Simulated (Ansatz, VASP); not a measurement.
# Two plane-wave programs on K

```xyz
1
Lattice="0.0000 2.5240 2.5240 2.5240 0.0000 2.5240 2.5240 2.5240 0.0000" Properties=species:S:1:pos:R:3 pbc="T T T"
K     0.0000    0.0000    0.0000
```

Alike in both runs: task relaxation of cell and atoms; functional PBEsol; k mesh 18 × 18 × 18; occupations fermi-dirac, width 0.1 eV; no spin polarisation.

```csv
,VASP,Ansatz
version,VASP 6.6.1,Ansatz 0.2.0
potentials or method,"VASP PAW PBE potentials, release 64 (K_sv)","PAW with Ansatz's default frozen-core files, scalar-relativistic"
plane-wave cutoff (eV),600,420
valence electrons in the cell,9,9
```

Ansatz gave:

```
relaxed volume (Å³/atom)                                     : 71.28
relaxed cell length with the largest relative difference (Å) : 4.654
```

Estimate VASP's values.

relaxed volume (Å³/atom): 70.39; relaxed cell length with the largest relative difference (Å): 4.635.

VASP's potentials were made for PBE, not for PBEsol.

Noted on VASP's run: the volume moved by over 15 % at a fixed basis, so the end points are rough.
